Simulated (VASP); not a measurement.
Runs of VASP 6.6.1 on BaTe. The structure is that of space group P4/mmm (No. 123), or close to it. The cells are those of the table. 

```tsv
cell	gap on the mesh (eV)	pressure (GPa)
a = 4.117, b = 4.117, c = 4.477 Å, 2 atoms	(a)	-2.3
a = 4.117, b = 4.117, c = 3.705 Å, 2 atoms	none	(b)
a = 4.117, b = 4.117, c = 4.528 Å, 2 atoms	0.17	-2.6
a = 4.117, b = 4.117, c = 4.425 Å, 2 atoms	0.26	-2.0
a = 4.117, b = 4.117, c = 3.808 Å, 2 atoms	none	(c)
```

Alike in all rows: task single point; level LDA; potentials or basis VASP PAW LDA potentials, release 64 (Ba_sv, Te); no spin polarisation; k mesh 8 × 8 × 8; cutoff (eV) 520; smearing gaussian 0.05 eV.

Problem. Estimate the missing entries.

Solution. (a) 0.22; (b) 5.9; (c) 4.4.

Caveats: spin-orbit coupling is left out, which moves the levels of the heavy elements.

A k mesh can miss the band edges, and the runs leave out spin-orbit coupling on Ba, Te.

A gap of «none» marks levels without a gap at the run's occupations.
